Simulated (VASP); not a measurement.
Ag, 1 atom in the cell. Symmetry: I4/mmm, No. 139, tetragonal system. The conventional cell has a = 2.846 Å, b = 2.846 Å, c = 4.086 Å, α = 90.00°, β = 90.00°, γ = 90.00°. Ag (site symmetry 4/mmm) has 12 Ag at 2.85 to 2.87 Å within 3.7 Å.  This cell differs from its parent crystal: strain -0.015 along x and y, +0.000 along z.

* Program: VASP 6.6.1
* Task: single point
* Functional: PBEsol
* Potentials or basis: VASP PAW PBE potentials, release 64 (Ag)
* Cutoff: 520 eV
* k mesh: 20 × 20 × 20
* Occupations: gaussian, width 0.15 eV
* Spin: no spin polarisation
* Dipole correction: no
* Further INCAR settings: ALGO = Normal; EDIFF = 1e-07; NBANDS = 12

Potentials or basis: VASP PAW PBE potentials, release 64 (Ag).

Launch:

```console
$ cat potpaw_PBE.64/Ag/POTCAR > POTCAR
$ mpirun -np 1 vasp_std > vasp.out
```

Hardware: 1 thread of Intel(R) Xeon(R) 6975P-C (Granite Rapids), with other jobs on the host.

**Question.** Estimate the wall time of this run.

**Answer.** Wall time 35 s on 1 thread of Intel(R) Xeon(R) 6975P-C (Granite Rapids), with other jobs on the host, peak memory 0.24 GiB. Counts: scf iterations 12, k points 641.
